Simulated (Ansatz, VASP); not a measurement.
**Two plane-wave programs on LaYN2**

```
CELL_PARAMETERS angstrom
3.52901 0.00000 0.00000
-1.76450 3.05621 0.00000
0.00000 0.00000 6.22838
ATOMIC_POSITIONS crystal
La 0.00000 0.00000 0.50000
Y 0.00000 0.00000 0.00000
N 0.33333 0.66667 0.76463
N 0.66667 0.33333 0.23537
```

Change from the starting cell: species swapped into the LiVS2 type (P-3m1, No. 164).

Alike in both runs: functional PBE; k mesh 6 × 6 × 4; occupations gaussian, width 0.1 eV; no spin polarisation.

Ansatz relaxed the structure, and its values are those at the end. VASP's run is a single point on that final structure, the one shown.

|  | VASP | Ansatz |
| --- | --- | --- |
| version | VASP 6.6.1 | Ansatz 0.2.0 |
| potentials or method | VASP PAW PBE potentials, release 64 (La, Y_sv, N), cutoff 520 eV | scalar-relativistic, plane waves, PAW |
| valence electrons in the cell | 32 | 32 |

|  | VASP | Ansatz | Ansatz less VASP |
| --- | --- | --- | --- |
| gap on the k mesh at the Fermi level (eV) | 0.07 | 0.06 | -0.002 |
| least direct gap on the mesh (eV) | 0.35 | 0.36 | +0.009 |
| pressure (GPa) | 0.0 | 0.1 | +0.14 |
| rms of the force components (eV/Å) | 0.006 | 0.001 | -0.0052 |

Neither program's run includes spin-orbit coupling.
